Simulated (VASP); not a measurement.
# W (Im-3m) in VASP: notebook

Runs on W. Level: PBEsol. Tasks: single point.

Program: VASP 6.6.1. These are calculated values, not measurements. Logs are shortened: lines on timing, memory, paths and dates and some standing lists are left out, and cuts for length are marked.

**1. The cell of the first run**

The structure is cubic, space group Im-3m (No. 229). Conventional cell: a = 3.154 Å, b = 3.154 Å, c = 3.154 Å, α = 90.00°, β = 90.00°, γ = 90.00°. Within 3.6 Å of W (site symmetry m-3m) lie 14 W at 2.73 to 3.15 Å.

**2. Single point, PBEsol**

INCAR reads:

```
SYSTEM = W
PREC = Accurate
ENCUT = 520
EDIFF = 1E-7
ISMEAR = 0
SIGMA = 0.15
LREAL = .False.
LASPH = .True.
NELM = 100
ALGO = Fast
ISIF = 2
LWAVE = .False.
LCHARG = .True.
GGA = PS
LELF = .True.
LVHAR = .True.
NBANDS = 13
```

KPOINTS reads:

```
regular mesh
0
Gamma
  16 16 16
  0 0 0
```

POSCAR reads:

```
W
1.0
   -1.5771801384      1.5771801384      1.5771801384
    1.5771801384     -1.5771801384      1.5771801384
    1.5771801384      1.5771801384     -1.5771801384
W
1
Direct
    0.0000000000      0.0000000000      0.0000000000
```

Potentials or basis: VASP PAW PBE potentials, release 64 (W_sv).

Command:

```console
$ cat potpaw_PBE.64/W_sv/POTCAR > POTCAR
$ mpirun -np 1 vasp_std > vasp.out
```

OUTCAR:

```text
SYSTEM = W
   PREC = Accurate
   ENCUT = 520
   EDIFF = 1E-7
   ISMEAR = 0
   LREAL = .False.
   LASPH = .True.
   NELM = 100
   ISIF = 2
   GGA = PS

 ion  position               nearest neighbor table
   1  0.000  0.000  0.000-

  LATTYP: Found a body centered cubic cell.
 ALAT       =     3.1543602768

  Lattice vectors:

 A1 = (  -1.5771801384,   1.5771801384,   1.5771801384)
 A2 = (   1.5771801384,  -1.5771801384,   1.5771801384)
 A3 = (   1.5771801384,   1.5771801384,  -1.5771801384)

Analysis of symmetry for initial positions (statically):
=====================================================================
 Subroutine PRICEL returns:
 Original cell was already a primitive cell.

 Routine SETGRP: Setting up the symmetry group for a
 body centered cubic supercell.

 Subroutine GETGRP returns: Found 48 space group operations
 (whereof 48 operations were pure point group operations)
 out of a pool of 48 trial point group operations.

The static configuration has the point symmetry O_h .

Analysis of symmetry for dynamics (positions and initial velocities):
=====================================================================
 Subroutine PRICEL returns:
 Original cell was already a primitive cell.

 Routine SETGRP: Setting up the symmetry group for a
 body centered cubic supercell.

 Subroutine GETGRP returns: Found 48 space group operations
 (whereof 48 operations were pure point group operations)
 out of a pool of 48 trial point group operations.

The dynamic configuration has the point symmetry O_h .

 Subroutine INISYM returns: Found 48 space group operations
 (whereof 48 operations are pure point group operations),
 and found     1 'primitive' translations

----------------------------------------------------------------------------------------

                                     Primitive cell

  volume of cell :      15.6929

  direct lattice vectors                    reciprocal lattice vectors
    -1.577180138  1.577180138  1.577180138     0.000000000  0.317021492  0.317021492
     1.577180138 -1.577180138  1.577180138     0.317021492  0.000000000  0.317021492
     1.577180138  1.577180138 -1.577180138     0.317021492  0.317021492  0.000000000

  length of vectors
     2.731756132  2.731756132  2.731756132     0.448336093  0.448336093  0.448336093

  position of ions in fractional coordinates (direct lattice)
     0.000000000  0.000000000  0.000000000

  ion indices of the primitive-cell ions
   primitive index   ion index
                 1           1

----------------------------------------------------------------------------------------

 KPOINTS: regular mesh

Automatic generation of k-mesh.
 Grid dimensions read from file:
 generate k-points for:   16   16   16

 Generating k-lattice:

  Cartesian coordinates                     Fractional coordinates (reciprocal lattice)
     0.000000000  0.019813843  0.019813843     0.062500000  0.000000000  0.000000000
     0.019813843  0.000000000  0.019813843     0.000000000  0.062500000  0.000000000
     0.019813843  0.019813843  0.000000000     0.000000000  0.000000000  0.062500000

  Length of vectors
     0.028021006  0.028021006  0.028021006

  Shift w.r.t. Gamma in fractional coordinates (k-lattice)
     0.000000000  0.000000000  0.000000000

 Subroutine IBZKPT returns following result:
 ===========================================

 Found    145 irreducible k-points:

 Following reciprocal coordinates:
            Coordinates               Weight
  0.000000  0.000000  0.000000      1.000000
  0.062500  0.000000  0.000000     12.000000
  0.125000  0.000000  0.000000     12.000000
  0.187500  0.000000  0.000000     12.000000
  0.250000  0.000000  0.000000     12.000000
  0.312500  0.000000  0.000000     12.000000
[... 16 lines left out ...]
  0.187500  0.187500  0.000000     24.000000
  0.250000  0.187500 -0.000000     48.000000
 [... further k-points ...]
   k-points           NKPTS =    145   k-points in BZ     NKDIM =    145   number of bands    NBANDS=     13
   number of dos      NEDOS =    301   number of ions     NIONS =      1
   total plane-waves  NPLWV =   8000
   dimension x,y,z NGX =    20 NGY =   20 NGZ =   20
   dimension x,y,z NGXF=    40 NGYF=   40 NGZF=   40
   ions per type =               1
   NGX,Y,Z   is equivalent  to a cutoff of  12.17, 12.17, 12.17 a.u.
   NGXF,Y,Z  is equivalent  to a cutoff of  24.34, 24.34, 24.34 a.u.
 SYSTEM =  W
   PREC   = accura    normal or accurate (medium, high low for compatibility)
   ISTART =      0    job   : 0-new  1-cont  2-samecut
   ICHARG =      2    charge: 1-file 2-atom 10-const
   ISPIN  =      1    spin polarized calculation?
   LNONCOLLINEAR =      F non collinear calculations
   LSORBIT =      F    spin-orbit coupling
   LASPH  =      T    aspherical Exc in radial PAW
   ENCUT  =  520.0 eV  38.22 Ry    6.18 a.u.   5.08  5.08  5.08*2*pi/ulx,y,z
   NELM   =    100;   NELMIN=  2; NELMDL= -5     # of ELM steps
   EDIFF  = 0.1E-06   stopping-criterion for ELM
   LREAL  =      F    real-space projection
   EDIFFG = 0.1E-05   stopping-criterion for IOM
   NSW    =      0    number of steps for IOM
   IBRION =     -1    ionic relax: 0-MD 1-quasi-New 2-CG
   NFREE  =      0    steps in history (QN), initial steepest desc. (CG)
   ISIF   =      2    stress and relaxation
   ISYM   =      2    0-nonsym 1-usesym 2-fastsym
   POTIM  = 0.5000    time-step for ionic-motion
   TEBEG  =    0.0;   TEEND  =   0.0 temperature during run
   PSTRESS=    0.0 pullay stress
   NELECT =      14.0000    total number of electrons
   NUPDOWN=      -1.0000    fix difference up-down
   EMIN   =  10.00;   EMAX   =-10.00  energy-range for DOS
   EFERMI =   0.00;   METHOD = LEGACY
   ISMEAR =     0;   SIGMA  =   0.15  broadening in eV -4-tet -1-fermi 0-gaus
   EFERMI_NEDOS =   21; number of points for ismear=-14 and -15
   IALGO  =     68    algorithm
   IMIX   =      4    mixing-type and parameters
     AMIX     =   0.40;   BMIX     =  1.00
     AMIX_MAG =   1.60;   BMIX_MAG =  1.00
  volume/ion in A,a.u.               =      15.69       105.90
  Fermi-wavevector in a.u.,A,eV,Ry     =   1.575976  2.978162 33.792787  2.483700
  Thomas-Fermi vector in A             =   2.676879
   LORBIT       =      0    0 simple, 1 ext, 2 COOP (PROOUT), +10 PAW based schemes
   GGA     = PS    functional components
   LHFCALC =     F    Hartree Fock is set to
   AEXX    =    0.0000 exact exchange contribution
   IVDW    =     0    specifies the selected vdW correction
   LEPSILON=     F    determine dielectric tensor
   LRPA    =     F    only Hartree local field effects (RPA)
 non-spin polarized calculation
 RMM-DIIS sequential band-by-band and
 Gauss-broadening in eV      SIGMA  =   0.15
  energy-cutoff  :      520.00
  volume of cell :       15.69
 maximum number of plane-waves:       438
   NGX = 11   NGY = 11   NGZ = 11

 number of electron      14.0000005 magnetization

 Free energy of the ion-electron system (eV)
  ---------------------------------------------------
  ext. energy  EPLUGINS =         0.00000000
  ---------------------------------------------------
  free energy    TOTEN  =       -13.81131397 eV

  energy without entropy =      -13.80561922  energy(sigma->0) =      -13.80846659

 E-fermi :  11.4538     XC(G=0): -13.8176

 val. band max:       11.4282749724   @ k =  -0.1250   0.1875   0.0625
 cond. band min:      11.4566264012   @ k =  -0.3125   0.3125   0.1875
 fundamental gap:      0.0283514288
 Fermi energy:        11.4537730459

 k-point     1 :       0.0000    0.0000    0.0000
  band No.  band energies     occupation
      1     -62.7086      2.00000
      2     -26.2514      2.00000
      3     -26.2514      2.00000
      4     -26.2514      2.00000
      5       1.7114      2.00000
      6      10.1705      2.00000
      7      10.1705      2.00000
      8      10.1705      2.00000
      9      13.6821      0.00000
     10      13.6821      0.00000
     11      25.9847      0.00000
     12      25.9847      0.00000
     13      25.9847      0.00000

 k-point     2 :       0.0625    0.0000    0.0000
  band No.  band energies     occupation
      1     -62.7033      2.00000
      2     -26.3067      2.00000
      3     -26.2686      2.00000
      4     -26.2517      2.00000
      5       1.9036      2.00000
      6      10.0532      2.00000
      7      10.1437      2.00000
      8      10.3561      2.00000
      9      13.4948      0.00000
     10      13.6832      0.00000
     11      26.1497      0.00000
     12      26.3108      0.00000
     13      26.4605      0.00000

 k-point     3 :       0.1250    0.0000    0.0000
  band No.  band energies     occupation
      1     -62.6881      2.00000
      2     -26.4620      2.00000
      3     -26.3172      2.00000
      4     -26.2526      2.00000
      5       2.4519      2.00000
      6       9.7360      2.00000
      7      10.0206      2.00000
      8      10.9051      2.00000
      9      13.1325      0.00000
     10      13.6983      0.00000
     11      26.5405      0.00000
     12      27.2519      0.00000
     13      27.6214      0.00000
[... 305 lines left out ...]
 k-point    23 :       0.1875    0.1875    0.0000
  band No.  band energies     occupation
      1     -62.6051      2.00000
      2     -27.1716      2.00000
      3     -26.5770      2.00000
      4     -26.3497      2.00000
      5       5.4496      2.00000
      6       8.5109      2.00000
      7       8.8905      2.00000
      8      12.7241      0.00000
      9      14.4615      0.00000
     10      15.2082      0.00000
     11      25.4517      0.00000
     12      27.8114      0.00000
     13      30.1093      0.00000

 k-point    24 :       0.2500    0.1875   -0.0000
  band No.  band energies     occupation
      1     -62.5838      2.00000
      2     -27.3045      2.00000
      3     -26.6895      2.00000
      4     -26.3674      2.00000
      5       6.0244      2.00000
      6       8.2432      2.00000
      7       9.0828      2.00000
      8      12.9953      0.00000
      9      14.5578      0.00000
     10      16.8154      0.00000
     11      24.0033      0.00000
     12      26.8054      0.00000
     13      28.7149      0.00000

 [... further k-points ...]
[... 5 lines left out ...]
  --------------------------------------------------------------------------------------
  -------------------------------------------------------------------------------------
  Total        0.0320491      0.0320491      0.0320491      0.0000000      0.0000000     -0.0000000
  in kB        3.2720657      3.2720657      3.2720657      0.0000000      0.0000000     -0.0000000
  external PRESSURE =       3.2720657 kB  Pullay stress =       0.0000000 kB

 VOLUME and BASIS-vectors are now :
 -----------------------------------------------------------------------------
  energy-cutoff  :      520.00
  volume of cell :       15.69
      direct lattice vectors                 reciprocal lattice vectors
    -1.577180138  1.577180138  1.577180138     0.000000000  0.317021492  0.317021492
     1.577180138 -1.577180138  1.577180138     0.317021492  0.000000000  0.317021492
     1.577180138  1.577180138 -1.577180138     0.317021492  0.317021492  0.000000000

 POSITION                                       TOTAL-FORCE (eV/Angst)
 -----------------------------------------------------------------------------------
      0.00000      0.00000      0.00000         0.000000      0.000000     -0.000000
 -----------------------------------------------------------------------------------
    total drift:                               -0.000000     -0.000000      0.000000

  FREE ENERGIE OF THE ION-ELECTRON SYSTEM (eV)
  ---------------------------------------------------
  free  energy   TOTEN  =       -13.8113139652 eV

  energy  without entropy=      -13.8056192155  energy(sigma->0) =      -13.80846659
```

Run time: 26 s. Hardware: 1 thread of AMD EPYC 7R43 (Zen 3), shared host; peak memory 0.1 GiB.

Results:

| Item | Value |
| --- | --- |
| Free energy | -13.8113 eV |
| Pressure | 0.3 GPa |
| Band gap on the k mesh | zero (bands 7 and 8 overlap by 6.50 eV) |

Caveat: the PAW data sets were made with another functional, which shifts forces and pressure a little; spin-orbit coupling is left out, which moves the levels of the heavy elements.

**3. Single point, PBEsol**

This run uses another cell than the first one: it holds 2 atoms, not 1.

INCAR reads:

```
PREC = Accurate
ENCUT = 520
EDIFF = 1E-7
ISMEAR = 0
SIGMA = 0.15
LREAL = False
LASPH = True
NELM = 80
ALGO = Normal
ISIF = 2
LWAVE = False
LCHARG = True
GGA = PS
LELF = True
LVHAR = True
NBANDS = 21
```

KPOINTS reads:

```
Automatic mesh
0
Gamma
  10 10 10
```

POSCAR reads:

```
W
1.0
    0.0000000000     -3.1543602768      0.0000000000
   -3.1543602768      0.0000000000      0.0000000000
    0.0000000000      0.0000000000     -3.1543602768
W
2
Direct
    0.5000000000      0.5000000000      0.5000000000
    0.0000000000      0.0000000000      0.0000000000
```

Potentials or basis: VASP PAW PBE potentials, release 64 (W_sv).

Command:

```console
$ cat potpaw_PBE.64/W_sv/POTCAR > POTCAR
$ mpirun -np 1 vasp_std > vasp.out
```

Run time: 25 s. Hardware: 1 thread of AMD EPYC 7R43 (Zen 3), shared host; peak memory 0.12 GiB.

The run converged. Its results:

```
Free energy            : -27.6189 eV
Pressure               : 0.7 GPa
Band gap on the k mesh : zero (bands 14 and 15 overlap by 1.27 eV)
```

Levels at points of the mesh, in eV from the Fermi level:
```csv
k point,band 10,band 11,band 12,band 13,band 14,band 15,band 16,band 17,band 18,band 19
"(0.00, 0.00, 0.00)",-5.92,-5.92,-1.25,-1.25,-1.25,2.27,2.27,5.26,5.26,5.26
"(0.50, 0.00, 0.00)",-5.23,-2.87,-2.87,-0.53,-0.53,-0.53,-0.53,1.38,1.38,3.53
"(0.50, 0.50, 0.00)",-6.35,-3.62,-3.62,0.74,0.74,2.17,2.17,3.16,3.16,6.26
"(0.50, 0.50, 0.50)",-2.98,-2.98,-2.98,-2.98,-2.98,3.33,3.33,3.33,3.33,6.68
```

Caveat: the PAW data sets were made with another functional, which shifts forces and pressure a little; spin-orbit coupling is left out, which moves the levels of the heavy elements.

(Part 1 of 2 ends here.)
